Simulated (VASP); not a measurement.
# Zn15SnS16 (a cell with a defect) in VASP: electric field gradients with PBE

Aim: the electric field gradients of Zn15SnS16 (a cell with a defect) with PBE.

All numbers are computed with VASP 6.6.1; they aren't measurements. Logs are shortened: lines on timing, memory, paths and dates and some standing lists are left out, and cuts for length are marked.

**1. The cell of the first run**

The cell holds a defect, 32 atoms: a = 7.622 Å, b = 7.622 Å, c = 12.468 Å, α = 90.00°, β = 90.00°, γ = 120.00°.

**2. Electric field gradients, PBE**

The input, INCAR:

```
PREC = Accurate
ENCUT = 520
EDIFF = 1E-8
ISMEAR = -1
SIGMA = 0.01
LREAL = Auto
LASPH = T
NELM = 60
ALGO = Normal
ISIF = 2
LWAVE = F
LCHARG = F
GGA = PE
LEFG = T
NBANDS = 167
KPAR = 4
```

The input, KPOINTS:

```
Automatic mesh
0
Gamma
  3 3 2
```

The input, POSCAR:

```
Zn15SnS16
1.0
    7.6220000000      0.0000000000      0.0000000000
   -3.8110000000      6.6008456276      0.0000000000
    0.0000000000      0.0000000000     12.4680000000
Sn Zn S
1 15 16
Direct
    0.1666666666      0.3333333334      0.0000000000
    0.1666666666      0.3333333334      0.5000000000
    0.1666666666      0.8333333334      0.0000000000
    0.1666666666      0.8333333334      0.5000000000
    0.6666666666      0.3333333334      0.0000000000
    0.6666666666      0.3333333334      0.5000000000
    0.6666666666      0.8333333334      0.0000000000
    0.6666666666      0.8333333334      0.5000000000
    0.3333333334      0.1666666666      0.2500000000
    0.3333333334      0.1666666666      0.7500000000
    0.3333333334      0.6666666666      0.2500000000
    0.3333333334      0.6666666666      0.7500000000
    0.8333333334      0.1666666666      0.2500000000
    0.8333333334      0.1666666666      0.7500000000
    0.8333333334      0.6666666666      0.2500000000
    0.8333333334      0.6666666666      0.7500000000
    0.1666666666      0.3333333334      0.1925000000
    0.1666666666      0.3333333334      0.6925000000
    0.1666666666      0.8333333334      0.1925000000
    0.1666666666      0.8333333334      0.6925000000
    0.6666666666      0.3333333334      0.1925000000
    0.6666666666      0.3333333334      0.6925000000
    0.6666666666      0.8333333334      0.1925000000
    0.6666666666      0.8333333334      0.6925000000
    0.3333333334      0.1666666666      0.4425000000
    0.3333333334      0.1666666666      0.9425000000
    0.3333333334      0.6666666666      0.4425000000
    0.3333333334      0.6666666666      0.9425000000
    0.8333333334      0.1666666666      0.4425000000
    0.8333333334      0.1666666666      0.9425000000
    0.8333333334      0.6666666666      0.4425000000
    0.8333333334      0.6666666666      0.9425000000
```

Potentials or basis: VASP PAW PBE potentials, release 64 (Sn_d, Zn, S).

The run is started by

```bash
> cat potpaw_PBE.64/Sn_d/POTCAR potpaw_PBE.64/Zn/POTCAR potpaw_PBE.64/S/POTCAR > POTCAR
> mpirun -np 4 vasp_std > vasp.out
```

OUTCAR:

```text
PREC = Accurate
   ENCUT = 520
   EDIFF = 1E-8
   ISMEAR = -1
   LREAL = Auto
   LASPH = T
   NELM = 60
   ISIF = 2
   GGA = PE

 ion  position               nearest neighbor table
   1  0.167  0.333  0.000-  28 2.31  30 2.31  26 2.31  17 2.40
   2  0.167  0.333  0.500-  27 2.31  29 2.31  25 2.31  18 2.40
   3  0.167  0.833  0.000-  26 2.31  32 2.31  28 2.31  19 2.40
   4  0.167  0.833  0.500-  25 2.31  31 2.31  27 2.31  20 2.40
   5  0.667  0.333  0.000-  32 2.31  26 2.31  30 2.31  21 2.40
   6  0.667  0.333  0.500-  31 2.31  25 2.31  29 2.31  22 2.40
[... 24 lines left out ...]
  31  0.833  0.667  0.443-   6 2.31   4 2.31   8 2.31  15 2.40
  32  0.833  0.667  0.943-   5 2.31   3 2.31   7 2.31  16 2.40

  LATTYP: Found a hexagonal cell.
 ALAT       =     7.6220000000
 C/A-ratio  =     1.6357911309

  Lattice vectors:

 A1 = (   7.6220000000,   0.0000000000,   0.0000000000)
 A2 = (  -3.8110000000,   6.6008456276,   0.0000000000)
 A3 = (   0.0000000000,   0.0000000000,  12.4680000000)

Analysis of symmetry for initial positions (statically):
=====================================================================
 Subroutine PRICEL returns:
 Original cell was already a primitive cell.

 Routine SETGRP: Setting up the symmetry group for a
 hexagonal supercell.

 Subroutine GETGRP returns: Found  6 space group operations
 (whereof  2 operations were pure point group operations)
 out of a pool of 24 trial point group operations.

The static configuration has the point symmetry C_1h.
 The point group associated with its full space group is C_3v.

Analysis of symmetry for dynamics (positions and initial velocities):
=====================================================================
 Subroutine PRICEL returns:
 Original cell was already a primitive cell.

 Routine SETGRP: Setting up the symmetry group for a
 hexagonal supercell.

 Subroutine GETGRP returns: Found  6 space group operations
 (whereof  2 operations were pure point group operations)
 out of a pool of 24 trial point group operations.

The dynamic configuration has the point symmetry C_1h.
 The point group associated with its full space group is C_3v.

 Subroutine INISYM returns: Found  6 space group operations
 (whereof  2 operations are pure point group operations),
 and found     1 'primitive' translations

----------------------------------------------------------------------------------------

                                     Primitive cell

  volume of cell :     627.2856

  direct lattice vectors                    reciprocal lattice vectors
     7.622000000  0.000000000  0.000000000     0.131199160  0.075747871  0.000000000
    -3.811000000  6.600845628  0.000000000     0.000000000  0.151495741  0.000000000
     0.000000000  0.000000000 12.468000000     0.000000000  0.000000000  0.080205326

  length of vectors
     7.622000000  7.622000000 12.468000000     0.151495741  0.151495741  0.080205326

  position of ions in fractional coordinates (direct lattice)
     0.166666667  0.333333333  0.000000000
     0.166666667  0.333333333  0.500000000
     0.166666667  0.833333333  0.000000000
     0.166666667  0.833333333  0.500000000
     0.666666667  0.333333333  0.000000000
     0.666666667  0.333333333  0.500000000
[... 24 lines left out ...]
     0.833333333  0.666666667  0.442500000
     0.833333333  0.666666667  0.942500000

  ion indices of the primitive-cell ions
   primitive index   ion index
                 1           1
                 2           2
                 3           3
                 4           4
                 5           5
                 6           6
[... 24 lines left out ...]
                31          31
                32          32

----------------------------------------------------------------------------------------

 KPOINTS: Automatic mesh

Automatic generation of k-mesh.
 Grid dimensions read from file:
 generate k-points for:    3    3    2

 Generating k-lattice:

  Cartesian coordinates                     Fractional coordinates (reciprocal lattice)
[... 31 lines left out ...]
 SYSTEM =  unknown system
   PREC   = accura    normal or accurate (medium, high low for compatibility)
   ISTART =      0    job   : 0-new  1-cont  2-samecut
   ICHARG =      2    charge: 1-file 2-atom 10-const
   ISPIN  =      1    spin polarized calculation?
   LNONCOLLINEAR =      F non collinear calculations
   LSORBIT =      F    spin-orbit coupling
   LASPH  =      T    aspherical Exc in radial PAW
   ENCUT  =  520.0 eV  38.22 Ry    6.18 a.u.  14.17 14.17 23.18*2*pi/ulx,y,z
   NELM   =     60;   NELMIN=  2; NELMDL= -5     # of ELM steps
   EDIFF  = 0.1E-07   stopping-criterion for ELM
   LREAL  =      T    real-space projection
   EDIFFG = 0.1E-06   stopping-criterion for IOM
   NSW    =      0    number of steps for IOM
   IBRION =     -1    ionic relax: 0-MD 1-quasi-New 2-CG
   NFREE  =      0    steps in history (QN), initial steepest desc. (CG)
   ISIF   =      2    stress and relaxation
   ISYM   =      2    0-nonsym 1-usesym 2-fastsym
   POTIM  = 0.5000    time-step for ionic-motion
   TEBEG  =    0.0;   TEEND  =   0.0 temperature during run
   PSTRESS=    0.0 pullay stress
   NELECT =     290.0000    total number of electrons
   NUPDOWN=      -1.0000    fix difference up-down
   EMIN   =  10.00;   EMAX   =-10.00  energy-range for DOS
   EFERMI =   0.00;   METHOD = LEGACY
   ISMEAR =    -1;   SIGMA  =   0.01  broadening in eV -4-tet -1-fermi 0-gaus
   EFERMI_NEDOS =   21; number of points for ismear=-14 and -15
   IALGO  =     38    algorithm
   IMIX   =      4    mixing-type and parameters
     AMIX     =   0.40;   BMIX     =  1.00
     AMIX_MAG =   1.60;   BMIX_MAG =  1.00
  volume/ion in A,a.u.               =      19.60       132.29
  Fermi-wavevector in a.u.,A,eV,Ry     =   1.265860  2.392129 21.802001  1.602402
  Thomas-Fermi vector in A             =   2.399091
   LORBIT       =      0    0 simple, 1 ext, 2 COOP (PROOUT), +10 PAW based schemes
   GGA     = PE    functional components
   LHFCALC =     F    Hartree Fock is set to
   AEXX    =    0.0000 exact exchange contribution
   IVDW    =     0    specifies the selected vdW correction
   LEPSILON=     F    determine dielectric tensor
   LRPA    =     F    only Hartree local field effects (RPA)
 non-spin polarized calculation
  energy-cutoff  :      520.00
  volume of cell :      627.29
 maximum number of plane-waves:     16944
 NGX is ok and might be reduce to    60
   NGX = 29   NGY = 29   NGZ = 47

 number of electron     289.9999987 magnetization

 Free energy of the ion-electron system (eV)
  ---------------------------------------------------
  ext. energy  EPLUGINS =         0.00000000
  ---------------------------------------------------
  free energy    TOTEN  =      -106.97584144 eV

  energy without entropy =     -106.97178040  energy(sigma->0) =     -106.97381092

 E-fermi :   5.5928     XC(G=0):  -9.7237

 val. band max:        5.5909461877   @ k =   0.0000   0.0000   0.0000
 cond. band min:       5.5946064438   @ k =   0.3333   0.3333   0.5000
 fundamental gap:      0.0036602561
 Fermi energy:         5.5927585005

 k-point     1 :       0.0000    0.0000    0.0000
  band No.  band energies     occupation
      1     -17.9148      2.00000
      2     -17.9148      2.00000
      3     -17.8797      2.00000
      4     -17.7568      2.00000
      5     -17.7568      2.00000
      6     -11.1332      2.00000
[... 949 lines left out ...]
    156       7.4974      0.00000
    157       7.5464      0.00000
 [bands above 157 left out]

------------------------ aborting loop because EDIFF is reached ----------------------------------------

  FORCE on cell =-STRESS in cart. coord.  units (eV):
  Direction    XX          YY          ZZ          XY          YZ          ZX
  --------------------------------------------------------------------------------------
  -------------------------------------------------------------------------------------
  Total       28.6532398     28.6532398     15.7788455      0.0000000      0.0000000     -0.0000000
  in kB       73.1844818     73.1844818     40.3014334      0.0000000      0.0000000     -0.0000000
  external PRESSURE =      62.2234657 kB  Pullay stress =       0.0000000 kB

 VOLUME and BASIS-vectors are now :
 -----------------------------------------------------------------------------
  energy-cutoff  :      520.00
  volume of cell :      627.29
      direct lattice vectors                 reciprocal lattice vectors
     7.622000000  0.000000000  0.000000000     0.131199160  0.075747871  0.000000000
    -3.811000000  6.600845628  0.000000000     0.000000000  0.151495741  0.000000000
     0.000000000  0.000000000 12.468000000     0.000000000  0.000000000  0.080205326

 POSITION                                       TOTAL-FORCE (eV/Angst)
 -----------------------------------------------------------------------------------
     -0.00000      2.20028      0.00000         0.000000     -0.000000      0.663172
     -0.00000      2.20028      6.23400        -0.000000     -0.000000      0.223805
     -1.90550      5.50070      0.00000         0.008582      0.004955      0.362914
     -1.90550      5.50070      6.23400        -0.005221     -0.003014      0.313563
      3.81100      2.20028      0.00000         0.000000     -0.009910      0.362914
      3.81100      2.20028      6.23400        -0.000000      0.006029      0.313563
[... 24 lines left out ...]
      3.81100      4.40056      5.51709        -0.000000     -0.000000     -0.371795
      3.81100      4.40056     11.75109         0.000000     -0.000000     -0.300813
 -----------------------------------------------------------------------------------
    total drift:                               -0.000004     -0.000003      0.029564

  FREE ENERGIE OF THE ION-ELECTRON SYSTEM (eV)
  ---------------------------------------------------
  free  energy   TOTEN  =      -106.9758414388 eV

  energy  without entropy=     -106.9717804006  energy(sigma->0) =     -106.97381092

 Electric field gradients (V/A^2)
---------------------------------------------------------------------
 ion       V_xx      V_yy      V_zz      V_xy      V_xz      V_yz
---------------------------------------------------------------------
   1     -35.520   -35.518    71.038     0.002     0.000    -0.000
   2     -10.875   -10.876    21.751    -0.001     0.000    -0.000
   3     -10.406    -4.327    14.733    -5.268     0.580     0.335
   4     -10.110    -9.811    19.921    -0.261    -0.027    -0.016
   5      -1.285   -13.449    14.733    -0.002     0.000    -0.670
   6      -9.660   -10.261    19.921    -0.001     0.000     0.032
[... 24 lines left out ...]
  31       1.681     1.680    -3.360    -0.000     0.000    -0.000
  32       5.300     5.299   -10.598    -0.001     0.000    -0.000
---------------------------------------------------------------------

 Electric field gradients after diagonalization (V/A^2)
 (convention: |V_zz| > |V_xx| > |V_yy|)
----------------------------------------------------------------------
 ion       V_xx      V_yy      V_zz     asymmetry (V_yy - V_xx)/ V_zz
----------------------------------------------------------------------
   1     -35.522   -35.516    71.038       0.000
   2     -10.877   -10.875    21.751       0.000
   3     -13.465    -1.285    14.749       0.826
   4     -10.261    -9.660    19.921       0.030
   5     -13.465    -1.285    14.749       0.826
   6     -10.261    -9.660    19.921       0.030
[... 24 lines left out ...]
  31       1.681     1.680    -3.360       0.000
  32       5.300     5.299   -10.598       0.000
----------------------------------------------------------------------

           NMR quadrupolar parameters

 Cq : quadrupolar parameter    Cq=e*Q*V_zz/h
 eta: asymmetry parameters     (V_yy - V_xx)/ V_zz
 Q  : nuclear electric quadrupole moment in mb (millibarn)
----------------------------------------------------------------------
 ion       Cq(MHz)       eta       Q (mb)
----------------------------------------------------------------------
   1       0.172       0.000       1.000
   2       0.053       0.000       1.000
   3       0.036       0.826       1.000
   4       0.048       0.030       1.000
   5       0.036       0.826       1.000
   6       0.048       0.030       1.000
[... 24 lines left out ...]
  31      -0.008       0.000       1.000
  32      -0.026       0.000       1.000
----------------------------------------------------------------------
```

Wall time 11 min (4 MPI ranks of AMD EPYC 7R43 (Zen 3), shared host); peak memory 0.92 GiB.

What came out:

| Property | Result |
| --- | --- |
| Free energy | -106.9758 eV |
| Pressure | 6.2 GPa |
| Largest force | 3.555 eV/Å |
| Band gap on the k mesh | zero (bands 145 and 146 overlap by 0.66 eV) |
| Largest electric field gradient by atom | Sn +71.0; Zn +21.8, +14.7, +19.9, +13.8, +27.3, +16.3, +20.1 (each value once); S +11.3, -3.8, +5.0, -5.9, -2.2, +19.7, -3.4, -10.6 (each value once) V/Å² |

Forces in eV/Å, atoms in the order of the input:
```
Sn   0.000  0.000  0.663
Zn   0.000  0.000  0.224
Zn   0.009  0.005  0.363
Zn  -0.005 -0.003  0.314
Zn   0.000 -0.010  0.363
Zn   0.000  0.006  0.314
Zn  -0.009  0.005  0.363
Zn   0.005 -0.003  0.314
Zn   0.125 -0.072  0.468
Zn   0.132 -0.076  0.129
Zn   0.000  0.145  0.468
Zn   0.000  0.153  0.129
Zn  -0.125 -0.072  0.468
Zn  -0.132 -0.076  0.129
Zn   0.000  0.000  0.387
Zn   0.000  0.000  0.202
S    0.000  0.000  2.383
S    0.000  0.000 -0.178
S    0.001  0.000 -0.404
S   -0.032 -0.018 -0.263
S    0.000 -0.001 -0.404
S    0.000  0.036 -0.263
S   -0.001  0.000 -0.404
S    0.032 -0.018 -0.263
S    0.009 -0.005 -0.310
S    2.865 -1.654 -1.300
S    0.000  0.010 -0.310
S    0.000  3.309 -1.300
S   -0.009 -0.005 -0.310
S   -2.865 -1.654 -1.300
S    0.000  0.000 -0.372
S    0.000  0.000 -0.301
```

Levels at points of the mesh, in eV from the Fermi level:
| k point | band 142 | band 143 | band 144 | band 145 | band 146 | band 147 | band 148 | band 149 |
| --- | --- | --- | --- | --- | --- | --- | --- | --- |
| (0.00, 0.00, 0.00) | -3.17 | -3.12 | -3.12 | -1.38 | -0.60 | 0.00 | 0.04 | 0.04 |
| (0.00, 0.00, 0.50) | -3.39 | -3.17 | -3.17 | -1.14 | -0.10 | 0.01 | 0.01 | 0.02 |

Electric field gradients, principal values (V/Å²):
```tsv
atom	least	middle	greatest (by size)
1 Sn	-35.516	-35.522	71.038
2 Zn	-10.875	-10.877	21.751
3 Zn	-1.285	-13.465	14.749
4 Zn	-9.660	-10.261	19.921
5 Zn	-1.285	-13.465	14.749
6 Zn	-9.660	-10.261	19.921
7 Zn	-1.285	-13.464	14.748
8 Zn	-9.661	-10.260	19.921
9 Zn	-3.647	-10.142	13.788
10 Zn	-13.216	-14.053	27.269
11 Zn	-3.648	-10.140	13.788
12 Zn	-13.215	-14.054	27.269
13 Zn	-3.648	-10.140	13.788
14 Zn	-13.215	-14.054	27.269
15 Zn	-8.148	-8.150	16.298
16 Zn	-10.034	-10.036	20.070
17 S	-5.633	-5.634	11.266
18 S	1.913	1.914	-3.826
19 S	-0.723	-4.227	4.951
20 S	0.814	5.119	-5.933
21 S	-0.723	-4.227	4.951
22 S	0.814	5.119	-5.933
23 S	-0.722	-4.227	4.950
24 S	0.814	5.119	-5.933
25 S	0.759	1.400	-2.159
26 S	-4.478	-15.190	19.668
27 S	0.760	1.399	-2.159
28 S	-4.477	-15.190	19.667
29 S	0.760	1.399	-2.159
30 S	-4.477	-15.190	19.667
31 S	1.680	1.681	-3.360
32 S	5.299	5.300	-10.598
```

Caveat: without QUAD_EFG the Cq values of the log hold for a quadrupole moment of 1 mb, not for the nuclei; spin-orbit coupling is left out, which moves the levels of the heavy elements.
